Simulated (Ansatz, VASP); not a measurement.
## AlN in VASP and in Ansatz

```
Al N
1.0
     3.09233    0.00000    0.00000
    -1.54617    2.67804    0.00000
     0.00000    0.00000    4.98100
Al N
2 2
Direct
  0.33333 0.66667 0.00063
  0.66667 0.33333 0.50063
  0.33333 0.66667 0.38137
  0.66667 0.33333 0.88137
```

Alike in both runs: functional r2SCAN; k mesh 8 × 8 × 5; occupations gaussian, width 0.05 eV; no spin polarisation.

Ansatz relaxed the structure, and its values are those at the end. VASP's run is a single point on that final structure, the one shown.

```csv
,VASP,Ansatz
version,VASP 6.6.1,Ansatz 0.2.0
potentials or method,"VASP PAW PBE potentials, release 64 (Al, N)","scalar-relativistic, plane waves, PAW"
plane-wave cutoff (eV),520,500
valence electrons in the cell,16,16
```

Ansatz gave:

| Quantity | Value |
| --- | --- |
| pressure (GPa) | 2.0 |

Estimate VASP's values.

pressure (GPa): 1.6.

VASP's potentials were made for PBE, not for r2SCAN. The functional is the same, so the differences come from potentials, cutoffs and numerics. Ansatz's warnings: stress scf threshold loose.
